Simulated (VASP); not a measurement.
Here is a VASP 6.6.1 calculation.

INCAR

```
PREC     = Accurate       # precision mode
ENCUT    = 600            # plane-wave cutoff, eV
EDIFF    = 1E-6           # SCF threshold, eV
ISMEAR   = 0              # smearing method
SIGMA    = 0.1            # smearing width, eV
LREAL    = False          # projectors in reciprocal space
LASPH    = True           # aspherical terms in the spheres
NELM     = 100            # most SCF steps
ALGO     = Normal         # electronic algorithm
ISIF     = 3              # what is computed and relaxed
LWAVE    = False          # write WAVECAR
LCHARG   = False          # write CHGCAR
GGA      = PE             # functional
IBRION   = 2              # ionic algorithm
NSW      = 90             # ionic steps
EDIFFG   = -0.04          # ionic threshold
```

Contents of KPOINTS:

```
regular mesh
0
Gamma
  6 6 4
```

POSCAR

```
ZnAuF3
1.0
    3.1654712100      0.0000000000      0.0000000000
    0.0000000000      3.1654712100      0.0000000000
    0.0000000000      0.0000000000      7.2389899100
Zn Au F
1 1 3
Direct
    0.0000000000      0.0000000000      0.0000000000
    0.0000000000      0.0000000000      0.5000000000
    0.5000000000      0.5000000000      0.0000000000
    0.0000000000      0.5000000000      0.0000000000
    0.5000000000      0.0000000000      0.0000000000
```

Potentials or basis: VASP PAW PBE potentials, release 64 (Zn, Au, F).

Launch:

```console
$ cat potpaw_PBE.64/Zn/POTCAR potpaw_PBE.64/Au/POTCAR potpaw_PBE.64/F/POTCAR > POTCAR
$ mpirun -np 1 vasp_std > vasp.out
```

(1) Predict the space group after relaxing (to 0.1 Å).

(2) Predict the relaxed volume.

(3) Estimate the band gap on the k mesh.

Answers

(1) P4/mmm (No. 123).

(2) 17.80 Å³/atom.

(3) zero (bands 22 and 23 overlap by 0.47 eV).

Caveat: the volume moved by over 15 % at a fixed basis, so the end points are rough; spin-orbit coupling is left out, which moves the levels of the heavy elements.
